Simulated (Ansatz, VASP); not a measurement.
# Two plane-wave programs on Si2Ge

File POSCAR:

```
Si2Ge
1.0
    3.8994911291      0.0000000000      0.0000000000
   -1.9497455645      3.3770583796      0.0000000000
    0.0000000000      0.0000000000      9.5539021419
Si Ge
4 2
Direct
    0.3333333333      0.6666666667      0.7034775588
    0.0000000000      0.0000000000      0.3763791991
    0.0000000000      0.0000000000      0.6236208009
    0.6666666667      0.3333333333      0.2965224412
    0.6666666667      0.3333333333      0.0454279632
    0.3333333333      0.6666666667      0.9545720368
```

Contents of INCAR.step1:

```
  PREC = Accurate
  ENCUT = 520
  ISMEAR = 0
  SIGMA = 0.01
  LREAL = F
  LASPH = T
  NELM = 80
  NBANDS = 31
  GGA = PE
  ALGO = Normal
  EDIFF = 1E-4
  LWAVE = T
  LCHARG = F
```

File INCAR.step2:

```
  PREC = Accurate
  ENCUT = 520
  EDIFF = 1E-7
  ISMEAR = 0
  SIGMA = 0.01
  LREAL = F
  LASPH = T
  NELM = 80
  ALGO = Normal
  ISIF = 2
  LWAVE = F
  LCHARG = T
  METAGGA = R2SCAN
  LMIXTAU = T
  LELF = T
  LVHAR = T
  NBANDS = 31
  ISTART = 1
```

File KPOINTS:

```
Automatic mesh
0
Gamma
  12 12 4
```

Input for Ansatz:

```yaml
crystal:
  lattice:
    - [3.8994911291, 0.0, 0.0]
    - [-1.9497455645, 3.3770583796, 0.0]
    - [0.0, 0.0, 9.5539021419]
  atoms:
    - { symbol: Si, position: [0.3333333333, 0.6666666667, 0.7034775588] }
    - { symbol: Si, position: [0.0, 0.0, 0.3763791991] }
    - { symbol: Ge, position: [0.6666666667, 0.3333333333, 0.0454279632] }
    - { symbol: Si, position: [0.0, 0.0, 0.6236208009] }
    - { symbol: Si, position: [0.6666666667, 0.3333333333, 0.2965224412] }
    - { symbol: Ge, position: [0.3333333333, 0.6666666667, 0.9545720368] }
kpoints:
  mp_grid: { grid: [12, 12, 4] }
  band_path:
    path:
      - [0.0, 0.0, 0.0]
      - [0.5, 0.0, 0.0]
      - [0.3333333333, 0.3333333333, 0.0]
      - [0.0, 0.0, 0.5]
      - [0.5, 0.0, 0.5]
      - [0.3333333333, 0.3333333333, 0.5]
      - [0.0, 0.414062, 0.177083]
    npoints: 1
hamiltonian:
  xc: r2scan
scf:
  occupations: { method: fixed }
  n_extra_bands: 5
output:
  forces: true
  stress: true
  eigenvalues: true
  write_density: true
  write_potential: true
  elf: true
  volumetric_format: npy
```

Alike in both runs: task single point; functional r2SCAN; k mesh 12 × 12 × 4; no spin polarisation.

```csv
,VASP,Ansatz
version,VASP 6.6.1,Ansatz 0.2.0
potentials or method,"VASP PAW PBE potentials, release 64 (Si, Ge_d)","plane waves, PAW"
plane-wave cutoff (eV),520,500
occupations,"gaussian, width 0.01 eV",fixed
valence electrons in the cell,44,44
```

Ansatz gave:

- gap on the k mesh at the Fermi level (eV): 0.63
- pressure (GPa): 0.0
- rms of the force components (eV/Å): 0.000

Q: What did VASP give for the same quantities?

A: gap on the k mesh at the Fermi level (eV): 0.63; pressure (GPa): -0.1; rms of the force components (eV/Å): 0.006.

VASP's potentials were made for PBE, not for r2SCAN.
